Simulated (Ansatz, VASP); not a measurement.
# Two plane-wave programs on SiGe2

```xyz
3
Lattice="3.0451 0.0000 0.0000 -1.5225 2.6371 0.0000 0.0000 0.0000 7.1138" Properties=species:S:1:pos:R:3 pbc="T T T"
Si    0.0000    0.0000    0.0000
Ge    0.0000    1.7581    5.0607
Ge    1.5225    0.8790    2.0531
```

Alike in both runs: functional PBE; k mesh 18 × 18 × 8; occupations gaussian, width 0.1 eV; no spin polarisation.

Ansatz relaxed the structure, and its values are those at the end. VASP's run is a single point on that final structure, the one shown.

```csv
,VASP,Ansatz
version,VASP 6.6.1,Ansatz 0.2.0
potentials or method,"VASP PAW PBE potentials, release 64 (Si, Ge_d), cutoff 520 eV","scalar-relativistic, plane waves, PAW"
valence electrons in the cell,32,32
```

```tsv
	VASP	Ansatz	Ansatz less VASP
gap on the k mesh at the Fermi level (eV)	none	none	-
pressure (GPa)	0.0	0.0	+0.02
```

A gap of «none» marks a metal or a gap that the smearing closes.
